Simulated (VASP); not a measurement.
TiAl, 2 atoms in the cell. Symmetry: P4/mmm, No. 123, tetragonal system. The conventional cell has a = 3.337 Å, b = 3.337 Å, c = 2.985 Å, α = 90.00°, β = 90.00°, γ = 90.00°. Within 3.7 Å of Ti (site symmetry 4/mmm) lie 8 Al at 2.79 Å and 6 Ti at 2.99 to 3.34 Å. Al (site symmetry 4/mmm) has 8 Ti at 2.79 Å and 6 Al at 2.99 to 3.34 Å within 3.7 Å. 

| Property | Result |
| --- | --- |
| Program | VASP 6.6.1 |
| Task | single point |
| Functional | LDA |
| Potentials or basis | VASP PAW LDA potentials, release 64 (Ti_sv, Al) |
| Cutoff | 520 eV |
| k mesh | 16 × 16 × 16 |
| Occupations | gaussian, width 0.15 eV |
| Spin | no spin polarisation |
| Dipole correction | no |
| Further INCAR settings | ALGO = Fast; EDIFF = 1e-06; NBANDS = 14 |

Potentials or basis: VASP PAW LDA potentials, release 64 (Ti_sv, Al).

Run with:

```console
$ cat potpaw_LDA.64/Ti_sv/POTCAR potpaw_LDA.64/Al/POTCAR > POTCAR
$ mpirun -np 1 vasp_std > vasp.out
```

Hardware: 1 thread of Intel(R) Xeon(R) 6975P-C (Granite Rapids), on a shared host.

Estimate the wall time of this run.

Run time: 2.1 min on 1 thread of Intel(R) Xeon(R) 6975P-C (Granite Rapids), on a shared host, peak memory 0.29 GiB. Counts: scf iterations 23, k points 405.
